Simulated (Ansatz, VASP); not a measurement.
## Two plane-wave programs on CdSe

```
CELL_PARAMETERS angstrom
0.00000 3.07027 3.07027
3.07027 0.00000 3.07027
3.07027 3.07027 0.00000
ATOMIC_POSITIONS crystal
Cd 0.00000 0.00000 0.00000
Se 0.75000 0.75000 0.75000
```

Alike in both runs: task relaxation of cell and atoms; functional PBE; k mesh 6 × 6 × 6; no spin polarisation.

|  | VASP | Ansatz |
| --- | --- | --- |
| version | VASP 6.6.1 | Ansatz 0.2.0 |
| potentials or method | VASP PAW PBE potentials, release 64 (Cd, Se), cutoff 600 eV | plane waves, PAW |
| occupations | gaussian, width 0.01 eV | fixed |
| valence electrons in the cell | 18 | 36 |

|  | VASP | Ansatz | Ansatz less VASP |
| --- | --- | --- | --- |
| relaxed volume (Å³/atom) | 29.88 | 29.75 | -0.129 |
| relaxed cell length with the largest relative difference (Å) | 4.388 | 4.382 | -0.0063 |

VASP's potentials hold 18 valence electrons a cell and Ansatz's 36, so a difference there can come from the potentials and not from the codes.
